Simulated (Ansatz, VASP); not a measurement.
# One calculation of Zr2Ta3O2, two programs

```
CELL_PARAMETERS angstrom
4.03685 0.00000 0.00000
0.00000 4.03685 0.00000
0.00000 0.00000 7.38870
ATOMIC_POSITIONS crystal
Zr 0.00000 0.00000 0.92357
Zr 0.50000 0.50000 0.05653
Ta 0.00000 0.50000 0.63635
Ta 0.50000 0.00000 0.63635
Ta 0.00000 0.00000 0.33885
O 0.00000 0.50000 0.34208
O 0.50000 0.00000 0.34208
```

Alike in both runs: functional PBE; k mesh 4 × 4 × 3; occupations gaussian, width 0.2 eV; no spin polarisation.

Ansatz relaxed the structure, and its values are those at the end. VASP's run is a single point on that final structure, the one shown.

```csv
,VASP,Ansatz
version,VASP 6.6.1,Ansatz 0.2.0
potentials or method,"VASP PAW PBE potentials, release 64 (Zr_sv, Ta_pv, O), cutoff 600 eV","scalar-relativistic, plane waves, PAW"
valence electrons in the cell,69,75
```

Ansatz gave:

```
gap on the k mesh at the Fermi level (eV) : none
pressure (GPa)                            : 0.1
rms of the force components (eV/Å)        : 0.011
```

**Question.** Which values does VASP return?

**Answer.** gap on the k mesh at the Fermi level (eV): none; pressure (GPa): 0.3; rms of the force components (eV/Å): 0.013.

A gap of «none» marks a metal or a gap that the smearing closes. VASP's potentials hold 69 valence electrons a cell and Ansatz's 75, so a difference there can come from the potentials and not from the codes.

The k mesh is coarse, so the values compare programs but aren't converged. Neither program's run includes spin-orbit coupling.
